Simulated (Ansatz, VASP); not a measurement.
## Ag in VASP and in Ansatz

```
Ag
1.0
    -1.46628    1.46628    2.07321
     1.46628   -1.46628    2.07321
     1.46628    1.46628   -2.07321
Ag
1
Direct
  0.00000 0.00000 0.00000
```

Alike in both runs: functional PBE; k mesh 26 × 26 × 26; occupations gaussian, width 0.1 eV; no spin polarisation.

Ansatz relaxed the structure, and its values are those at the end. VASP's run is a single point on that final structure, the one shown.

```csv
,VASP,Ansatz
version,VASP 6.6.1,Ansatz 0.2.0
potentials or method,"VASP PAW PBE potentials, release 64 (Ag), cutoff 520 eV","scalar-relativistic, plane waves, PAW"
valence electrons in the cell,11,19
```

Ansatz gave:

* gap on the k mesh at the Fermi level (eV): none
* pressure (GPa): 0.0

Question: What did VASP give for the same quantities?

Answer: gap on the k mesh at the Fermi level (eV): none; pressure (GPa): -0.1.

A gap of «none» marks a metal or a gap that the smearing closes. The functional is the same, so the differences come from potentials, cutoffs and numerics. VASP's potentials hold 11 valence electrons a cell and Ansatz's 19, so a difference there can come from the potentials and not from the codes.
